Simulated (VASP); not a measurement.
Here is a VASP 6.6.1 calculation.

INCAR

```
ALGO     = Normal         # electronic algorithm
EDIFF    = 1E-6           # SCF threshold, eV
ENCUT    = 630            # plane-wave cutoff, eV
GGA_COMPAT= F            
ISIF     = 2              # what is computed and relaxed
ISMEAR   = -1             # smearing method
LASPH    = T              # aspherical terms in the spheres
LCHARG   = F              # write CHGCAR
LREAL    = F              # projectors in reciprocal space
LWAVE    = F              # write WAVECAR
NBANDS   = 27             # bands
NELM     = 120            # most SCF steps
PREC     = Accurate       # precision mode
SIGMA    = 0.05           # smearing width, eV
```

Contents of KPOINTS:

```
k-points
0
Gamma
  10 10 5
```

File POSCAR:

```
Cd
1.0
    2.9588769815      0.0000000000      0.0000000000
   -1.4794384907      2.5624626327      0.0000000000
    0.0000000000      0.0000000000      5.5799465150
Cd
2
Direct
    0.6666666667      0.3333333333      0.7500000000
    0.3333333333      0.6666666667      0.2500000000
```

Potentials or basis: VASP PAW LDA potentials, release 64 (Cd_sv_GW).

Command:

```console
$ cat potpaw_LDA.64/Cd_sv_GW/POTCAR > POTCAR
$ mpirun -np 1 vasp_std > vasp.out
```

(1) What does it give for the pressure?

(2) Predict the band gap on the k mesh.

Results:

(1) -3.5 GPa.

(2) zero (bands 20 and 21 overlap by 4.07 eV).

Caveat: the cell stands under tension.
